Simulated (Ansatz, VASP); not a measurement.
**SiMo3 in VASP and in Ansatz**

```
Si Mo
1.0
    -1.82787    1.82787    4.49761
     1.82787   -1.82787    4.49761
     1.82787    1.82787   -4.49761
Si Mo
1 3
Cartesian
  0.0000 0.0000 0.0000
  0.0000 1.8279 2.2488
  1.8279 0.0000 2.2488
  0.0000 0.0000 4.4976
```

Change from the starting cell: species swapped into the Pt3Rh type (I4/mmm, No. 139).

Alike in both runs: functional PBE; k mesh 7 × 7 × 7; occupations gaussian, width 0.2 eV; no spin polarisation.

Ansatz relaxed the structure, and its values are those at the end. VASP's run is a single point on that final structure, the one shown.

```csv
,VASP,Ansatz
version,VASP 6.6.1,Ansatz 0.2.0
potentials or method,"VASP PAW PBE potentials, release 64 (Si, Mo_sv), cutoff 500 eV","scalar-relativistic, plane waves, PAW"
valence electrons in the cell,46,46
```

|  | VASP | Ansatz | Ansatz less VASP |
| --- | --- | --- | --- |
| gap on the k mesh at the Fermi level (eV) | none | none | - |
| pressure (GPa) | 0.4 | 0.0 | -0.41 |

A gap of «none» marks a metal or a gap that the smearing closes.
